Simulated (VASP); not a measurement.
P: single point with LDA

The system is P, a slab with vacuum.

```
P
1.0
     3.28373    0.00000    0.00000
     0.00000   34.85703    0.00000
     0.00000    0.00000    4.63208
P
4
Cartesian
  0.1680 33.8204 2.5932
  0.0000 1.0366 1.8892
  1.6419 1.0366 0.4268
  1.6419 33.8204 4.2052
```

This cell differs from its parent crystal: atom 1 (P) moved -0.225 Å towards its neighbour atom 4 (P) at 2.199 Å.

- Program: VASP 6.6.1
- Task: single point
- Functional: LDA
- Potentials or basis: VASP PAW LDA potentials, release 64 (P)
- Cutoff: 520 eV
- k mesh: 8 × 1 × 6
- Occupations: gaussian, width 0.05 eV
- Spin: no spin polarisation

- Largest force: 1.797 eV/Å
- Band gap on the k mesh: 0.87 eV (least direct gap 1.08 eV)

Forces in eV/Å, atoms in the order of the input:
```
P   -1.258 -0.087  1.281
P    0.164  0.066  0.003
P    0.128  0.084 -0.403
P    0.966 -0.063 -0.880
```

Levels at points of the mesh, in eV from the valence-band top:
| k point | band 8 | band 9 | band 10 | band 11 | band 12 | band 13 |
| --- | --- | --- | --- | --- | --- | --- |
| (0.00, 0.00, 0.00) | -1.76 | -1.05 | 0.00 | 1.08 | 1.62 | 2.61 |
| (0.50, 0.00, 0.00) | -2.51 | -2.00 | -1.76 | 0.87 | 1.33 | 1.86 |
| (0.00, 0.00, 0.50) | -1.87 | -1.34 | -0.96 | 2.00 | 2.14 | 3.55 |
| (0.50, 0.00, 0.50) | -4.40 | -1.13 | -0.93 | 2.31 | 2.92 | 3.29 |

Run time: 3.2 min on 1 thread of Intel(R) Xeon(R) 6975P-C (Granite Rapids), on a shared host, peak memory 0.49 GiB.

Caveat: the cell differs from its parent crystal (atom 1 (P) moved -0.225 Å towards its neighbour atom 4 (P) at 2.199 Å).
